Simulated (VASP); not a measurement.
A run of VASP 6.6.1 is set up as follows.

INCAR

```
  PREC = Accurate
  ENCUT = 520
  EDIFF = 1E-7
  ISMEAR = -1
  SIGMA = 0.05
  LREAL = False
  LASPH = True
  NELM = 100
  ALGO = Normal
  ISIF = 2
  LWAVE = False
  LCHARG = False
  NBANDS = 12
```

KPOINTS

```
Automatic mesh
0
Gamma
  11 11 11
```

Contents of POSCAR:

```
In
1.0
   -1.6035014962      1.6035014962      2.4402675233
    1.6035014962     -1.6035014962      2.4402675233
    1.6035014962      1.6035014962     -2.4402675233
In
1
Direct
    0.0000000000      0.0000000000      0.0000000000
```

Potentials or basis: VASP PAW LDA potentials, release 64 (In_d).

Launch:

```sh
$ cat potpaw_LDA.64/In_d/POTCAR > POTCAR
$ mpirun -np 1 vasp_std > vasp.out
```

What does it give for the pressure?

-0.9 GPa.

Stress tensor (GPa, compression positive):
```
-0.76  0.00  0.00
 0.00 -0.76  0.00
 0.00  0.00 -1.18
```
